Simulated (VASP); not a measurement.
# Cu3NF3 (Pm-3m) in VASP: single point with PBE

Aim: the single point of Cu3NF3 with PBE.

Program: VASP 6.6.1. These are calculated values, not measurements. Logs are shortened: lines on timing, memory, paths and dates and some standing lists are left out, and cuts for length are marked.

### Step 1. The cell of the first run

It takes space group Pm-3m (No. 221, cubic). The conventional cell has a = 4.223 Å, b = 4.223 Å, c = 4.223 Å, α = 90.00°, β = 90.00°, γ = 90.00°. Cu (site symmetry 4/mmm) has 2 N at 2.11 Å and 4 F at 2.11 Å within 2.8 Å. Within 2.8 Å of N (site symmetry m-3m) lie 6 Cu at 2.11 Å. Within 2.8 Å of F (site symmetry 4/mmm) lie 4 Cu at 2.11 Å.

### Step 2. Single point, PBE, collinear spin, ferromagnetic start

Input file INCAR:

```
SYSTEM = Cu3NF3
  PREC = Accurate
  ENCUT = 520
  EDIFF = 1E-6
  ISMEAR = -1
  SIGMA = 0.02
  LREAL = .FALSE.
  LASPH = .TRUE.
  NELM = 150
  ALGO = Normal
  ISIF = 2
  LWAVE = .FALSE.
  LCHARG = .FALSE.
  ISPIN = 2
  MAGMOM = 0.6 0.6 0.6 0 0 0 0
  LORBIT = 11
  LMAXMIX = 4
  GGA = PE
  NBANDS = 42
```

Input file KPOINTS:

```
Automatic mesh
0
G
  6 6 6
  0 0 0
```

Input file POSCAR:

```
Cu3NF3
1.0
    4.2226973245      0.0000000000      0.0000000000
    0.0000000000      4.2226973245      0.0000000000
    0.0000000000      0.0000000000      4.2226973245
Cu N F
3 1 3
Direct
    0.5000000000      0.0000000000      0.5000000000
    0.5000000000      0.5000000000      0.0000000000
    0.0000000000      0.5000000000      0.5000000000
    0.5000000000      0.5000000000      0.5000000000
    0.0000000000      0.5000000000      0.0000000000
    0.0000000000      0.0000000000      0.5000000000
    0.5000000000      0.0000000000      0.0000000000
```

Potentials or basis: VASP PAW PBE potentials, release 64 (Cu, N, F).

Started as:

```bash
$ cat potpaw_PBE.64/Cu/POTCAR potpaw_PBE.64/N/POTCAR potpaw_PBE.64/F/POTCAR > POTCAR
$ mpirun -np 1 vasp_std > vasp.out
```

OUTCAR:

```text
SYSTEM = Cu3NF3
   PREC = Accurate
   ENCUT = 520
   EDIFF = 1E-6
   ISMEAR = -1
   LREAL = .FALSE.
   LASPH = .TRUE.
   NELM = 150
   ISIF = 2
   ISPIN = 2
   LORBIT = 11
   GGA = PE

 ion  position               nearest neighbor table
   1  0.500  0.000  0.500-   4 2.11   6 2.11   7 2.11   7 2.11   4 2.11   6 2.11
   2  0.500  0.500  0.000-   4 2.11   5 2.11   7 2.11   4 2.11   7 2.11   5 2.11
   3  0.000  0.500  0.500-   4 2.11   5 2.11   6 2.11   5 2.11   6 2.11   4 2.11
   4  0.500  0.500  0.500-   1 2.11   2 2.11   3 2.11   2 2.11   1 2.11   3 2.11
   5  0.000  0.500  0.000-   2 2.11   3 2.11   3 2.11   2 2.11
   6  0.000  0.000  0.500-   1 2.11   3 2.11   3 2.11   1 2.11
   7  0.500  0.000  0.000-   1 2.11   2 2.11   1 2.11   2 2.11

  LATTYP: Found a simple cubic cell.
 ALAT       =     4.2226973245

  Lattice vectors:

 A1 = (   4.2226973245,   0.0000000000,   0.0000000000)
 A2 = (   0.0000000000,   4.2226973245,   0.0000000000)
 A3 = (   0.0000000000,   0.0000000000,   4.2226973245)

Analysis of symmetry for initial positions (statically):
=====================================================================
 Subroutine PRICEL returns:
 Original cell was already a primitive cell.

 Routine SETGRP: Setting up the symmetry group for a
 simple cubic supercell.

 Subroutine GETGRP returns: Found 48 space group operations
 (whereof 48 operations were pure point group operations)
 out of a pool of 48 trial point group operations.

The static configuration has the point symmetry O_h .

Analysis of symmetry for dynamics (positions and initial velocities):
=====================================================================
 Subroutine PRICEL returns:
 Original cell was already a primitive cell.

 Routine SETGRP: Setting up the symmetry group for a
 simple cubic supercell.

 Subroutine GETGRP returns: Found 48 space group operations
 (whereof 48 operations were pure point group operations)
 out of a pool of 48 trial point group operations.

The dynamic configuration has the point symmetry O_h .

Analysis of structural, dynamic, and magnetic symmetry:
=====================================================================
 Subroutine PRICEL returns:
 Original cell was already a primitive cell.

 Routine SETGRP: Setting up the symmetry group for a
 simple cubic supercell.

 Subroutine GETGRP returns: Found 48 space group operations
 (whereof 48 operations were pure point group operations)
 out of a pool of 48 trial point group operations.

The overall configuration has the point symmetry O_h .

 Subroutine INISYM returns: Found 48 space group operations
 (whereof 48 operations are pure point group operations),
 and found     1 'primitive' translations

----------------------------------------------------------------------------------------

                                     Primitive cell

  volume of cell :      75.2956

  direct lattice vectors                    reciprocal lattice vectors
     4.222697325  0.000000000  0.000000000     0.236815458  0.000000000  0.000000000
     0.000000000  4.222697325  0.000000000     0.000000000  0.236815458  0.000000000
     0.000000000  0.000000000  4.222697325     0.000000000  0.000000000  0.236815458

  length of vectors
     4.222697325  4.222697325  4.222697325     0.236815458  0.236815458  0.236815458

  position of ions in fractional coordinates (direct lattice)
     0.500000000  0.000000000  0.500000000
     0.500000000  0.500000000  0.000000000
     0.000000000  0.500000000  0.500000000
     0.500000000  0.500000000  0.500000000
     0.000000000  0.500000000  0.000000000
     0.000000000  0.000000000  0.500000000
     0.500000000  0.000000000  0.000000000

  ion indices of the primitive-cell ions
   primitive index   ion index
                 1           1
                 2           2
                 3           3
                 4           4
                 5           5
                 6           6
                 7           7

----------------------------------------------------------------------------------------

 KPOINTS: Automatic mesh

Automatic generation of k-mesh.
 Grid dimensions read from file:
 generate k-points for:    6    6    6

 Generating k-lattice:

  Cartesian coordinates                     Fractional coordinates (reciprocal lattice)
     0.039469243  0.000000000  0.000000000     0.166666667  0.000000000  0.000000000
     0.000000000  0.039469243  0.000000000     0.000000000  0.166666667  0.000000000
     0.000000000  0.000000000  0.039469243     0.000000000  0.000000000  0.166666667

  Length of vectors
     0.039469243  0.039469243  0.039469243

  Shift w.r.t. Gamma in fractional coordinates (k-lattice)
     0.000000000  0.000000000  0.000000000

 Subroutine IBZKPT returns following result:
 ===========================================

 Found     20 irreducible k-points:

 Following reciprocal coordinates:
            Coordinates               Weight
  0.000000  0.000000  0.000000      1.000000
  0.166667  0.000000  0.000000      6.000000
  0.333333  0.000000  0.000000      6.000000
  0.500000  0.000000  0.000000      3.000000
  0.166667  0.166667  0.000000     12.000000
  0.333333  0.166667  0.000000     24.000000
[... 12 lines left out ...]
  0.500000  0.500000  0.333333      6.000000
  0.500000  0.500000  0.500000      1.000000
   k-points           NKPTS =     20   k-points in BZ     NKDIM =     20   number of bands    NBANDS=     42
   number of dos      NEDOS =    301   number of ions     NIONS =      7
   total plane-waves  NPLWV =  32768
   dimension x,y,z NGX =    32 NGY =   32 NGZ =   32
   dimension x,y,z NGXF=    64 NGYF=   64 NGZF=   64
   ions per type =               3   1   3
   NGX,Y,Z   is equivalent  to a cutoff of  12.60, 12.60, 12.60 a.u.
   NGXF,Y,Z  is equivalent  to a cutoff of  25.20, 25.20, 25.20 a.u.
 SYSTEM =  Cu3NF3
   PREC   = accura    normal or accurate (medium, high low for compatibility)
   ISTART =      0    job   : 0-new  1-cont  2-samecut
   ICHARG =      2    charge: 1-file 2-atom 10-const
   ISPIN  =      2    spin polarized calculation?
   LNONCOLLINEAR =      F non collinear calculations
   LSORBIT =      F    spin-orbit coupling
   LASPH  =      T    aspherical Exc in radial PAW
   ENCUT  =  520.0 eV  38.22 Ry    6.18 a.u.   7.85  7.85  7.85*2*pi/ulx,y,z
   NELM   =    150;   NELMIN=  2; NELMDL= -5     # of ELM steps
   EDIFF  = 0.1E-05   stopping-criterion for ELM
   LREAL  =      F    real-space projection
   EDIFFG = 0.1E-04   stopping-criterion for IOM
   NSW    =      0    number of steps for IOM
   IBRION =     -1    ionic relax: 0-MD 1-quasi-New 2-CG
   NFREE  =      0    steps in history (QN), initial steepest desc. (CG)
   ISIF   =      2    stress and relaxation
   ISYM   =      2    0-nonsym 1-usesym 2-fastsym
   POTIM  = 0.5000    time-step for ionic-motion
   TEBEG  =    0.0;   TEEND  =   0.0 temperature during run
   PSTRESS=    0.0 pullay stress
   NELECT =      59.0000    total number of electrons
   NUPDOWN=      -1.0000    fix difference up-down
   EMIN   =  10.00;   EMAX   =-10.00  energy-range for DOS
   EFERMI =   0.00;   METHOD = LEGACY
   ISMEAR =    -1;   SIGMA  =   0.02  broadening in eV -4-tet -1-fermi 0-gaus
   EFERMI_NEDOS =   21; number of points for ismear=-14 and -15
   IALGO  =     38    algorithm
   IMIX   =      4    mixing-type and parameters
     AMIX     =   0.40;   BMIX     =  1.00
     AMIX_MAG =   1.60;   BMIX_MAG =  1.00
  volume/ion in A,a.u.               =      10.76        72.59
  Fermi-wavevector in a.u.,A,eV,Ry     =   1.509277  2.852119 30.992933  2.277916
  Thomas-Fermi vector in A             =   2.619620
   LORBIT       =     11    0 simple, 1 ext, 2 COOP (PROOUT), +10 PAW based schemes
   GGA     = PE    functional components
   LHFCALC =     F    Hartree Fock is set to
   AEXX    =    0.0000 exact exchange contribution
   IVDW    =     0    specifies the selected vdW correction
   LEPSILON=     F    determine dielectric tensor
   LRPA    =     F    only Hartree local field effects (RPA)
 spin polarized calculation
  energy-cutoff  :      520.00
  volume of cell :       75.30
 maximum number of plane-waves:      2054
 NGX is ok and might be reduce to    32
   NGX = 15   NGY = 15   NGZ = 15

 number of electron      59.0000059 magnetization       0.0272987

 Free energy of the ion-electron system (eV)
  ---------------------------------------------------
  ext. energy  EPLUGINS =         0.00000000
  ---------------------------------------------------
  free energy    TOTEN  =       -29.41798738 eV

  energy without entropy =      -29.41040702  energy(sigma->0) =      -29.41419720

 E-fermi :   3.7146     XC(G=0): -11.1704

 val. band max:        3.6998298694   @ k =   0.3333   0.1667   0.1667
 cond. band min:       3.7265736283   @ k =   0.5000   0.1667   0.0000
 fundamental gap:      0.0267437589
 Fermi energy:         3.7146326080

 spin component 1

 k-point     1 :       0.0000    0.0000    0.0000
  band No.  band energies     occupation
      1     -19.7988      1.00000
      2     -19.3425      1.00000
      3     -19.3425      1.00000
      4     -10.2633      1.00000
      5      -2.4335      1.00000
      6      -2.4335      1.00000
[... 33 lines left out ...]
     40      16.9570      0.00000
     41      16.9570      0.00000

 k-point     2 :       0.1667    0.0000    0.0000
  band No.  band energies     occupation
      1     -19.7650      1.00000
      2     -19.3661      1.00000
      3     -19.3329      1.00000
      4     -10.2382      1.00000
      5      -2.4887      1.00000
      6      -2.3671      1.00000
[... 781 lines left out ...]
     40      17.6040      0.00000
     41      17.8520      0.00000

 k-point    20 :       0.5000    0.5000    0.5000
  band No.  band energies     occupation
      1     -19.4095      1.00000
      2     -19.4095      1.00000
      3     -19.4095      1.00000
      4      -9.7227      1.00000
      5      -3.5953      1.00000
      6      -3.5953      1.00000
[... 33 lines left out ...]
     40      17.6685      0.00000
     41      17.6685      0.00000
 Fermi energy:         3.7146326080

 spin component 2

 k-point     1 :       0.0000    0.0000    0.0000
  band No.  band energies     occupation
      1     -19.7973      1.00000
      2     -19.3409      1.00000
      3     -19.3409      1.00000
      4     -10.2521      1.00000
      5      -2.4315      1.00000
      6      -2.4315      1.00000
[... 33 lines left out ...]
     40      16.9583      0.00000
     41      16.9583      0.00000

 k-point     2 :       0.1667    0.0000    0.0000
  band No.  band energies     occupation
      1     -19.7636      1.00000
      2     -19.3646      1.00000
      3     -19.3314      1.00000
      4     -10.2270      1.00000
      5      -2.4864      1.00000
      6      -2.3651      1.00000
[... 781 lines left out ...]
     40      17.6067      0.00000
     41      17.8541      0.00000

 k-point    20 :       0.5000    0.5000    0.5000
  band No.  band energies     occupation
      1     -19.4080      1.00000
      2     -19.4080      1.00000
      3     -19.4080      1.00000
      4      -9.7109      1.00000
      5      -3.5929      1.00000
      6      -3.5929      1.00000
[... 33 lines left out ...]
     40      17.6705      0.00000
     41      17.6705      0.00000
 [bands above 41 left out]

------------------------ aborting loop because EDIFF is reached ----------------------------------------

  FORCE on cell =-STRESS in cart. coord.  units (eV):
  Direction    XX          YY          ZZ          XY          YZ          ZX
  --------------------------------------------------------------------------------------
  -------------------------------------------------------------------------------------
  Total        0.0499932      0.0499932      0.0499932      0.0000000     -0.0000000     -0.0000000
  in kB        1.0637803      1.0637803      1.0637803      0.0000000     -0.0000000     -0.0000000
  external PRESSURE =       1.0637803 kB  Pullay stress =       0.0000000 kB

 VOLUME and BASIS-vectors are now :
 -----------------------------------------------------------------------------
  energy-cutoff  :      520.00
  volume of cell :       75.30
      direct lattice vectors                 reciprocal lattice vectors
     4.222697325  0.000000000  0.000000000     0.236815458  0.000000000  0.000000000
     0.000000000  4.222697325  0.000000000     0.000000000  0.236815458  0.000000000
     0.000000000  0.000000000  4.222697325     0.000000000  0.000000000  0.236815458

 POSITION                                       TOTAL-FORCE (eV/Angst)
 -----------------------------------------------------------------------------------
      2.11135      0.00000      2.11135         0.000000      0.000000      0.000000
      2.11135      2.11135      0.00000         0.000000      0.000000      0.000000
      0.00000      2.11135      2.11135         0.000000      0.000000      0.000000
      2.11135      2.11135      2.11135         0.000000      0.000000      0.000000
      0.00000      2.11135      0.00000         0.000000      0.000000      0.000000
      0.00000      0.00000      2.11135         0.000000      0.000000      0.000000
      2.11135      0.00000      0.00000         0.000000      0.000000      0.000000
 -----------------------------------------------------------------------------------
    total drift:                                0.000000     -0.000000     -0.000000

  FREE ENERGIE OF THE ION-ELECTRON SYSTEM (eV)
  ---------------------------------------------------
  free  energy   TOTEN  =       -29.4179873775 eV

  energy  without entropy=      -29.4104070211  energy(sigma->0) =      -29.41419720

 total charge

# of ion       s       p       d       tot
------------------------------------------
    1        0.288   0.295   9.161   9.744
    2        0.288   0.295   9.161   9.744
    3        0.288   0.295   9.161   9.744
    4        1.254   2.308   0.000   3.562
    5        1.746   4.317   0.000   6.063
    6        1.746   4.317   0.000   6.063
    7        1.746   4.317   0.000   6.063
--------------------------------------------------
tot          7.356  16.146  27.484  50.985

 magnetization (x)

# of ion       s       p       d       tot
------------------------------------------
    1        0.000   0.000   0.005   0.005
    2        0.000   0.000   0.005   0.005
    3        0.000   0.000   0.005   0.005
    4        0.000   0.006   0.000   0.006
    5        0.000   0.001   0.000   0.001
    6        0.000   0.001   0.000   0.001
    7        0.000   0.001   0.000   0.001
--------------------------------------------------
tot          0.000   0.009   0.016   0.025
```

Wall time 3.5 min (1 thread of AMD EPYC 7R43 (Zen 3), shared host); peak memory 0.22 GiB.

What came out:

| Property | Result |
| --- | --- |
| Free energy | -29.4180 eV |
| Pressure | 0.1 GPa |
| Net moment | 0.03 μB per cell |
| Valence electrons inside the program's atomic spheres | Cu 9.74; N 3.56; F 6.06 |
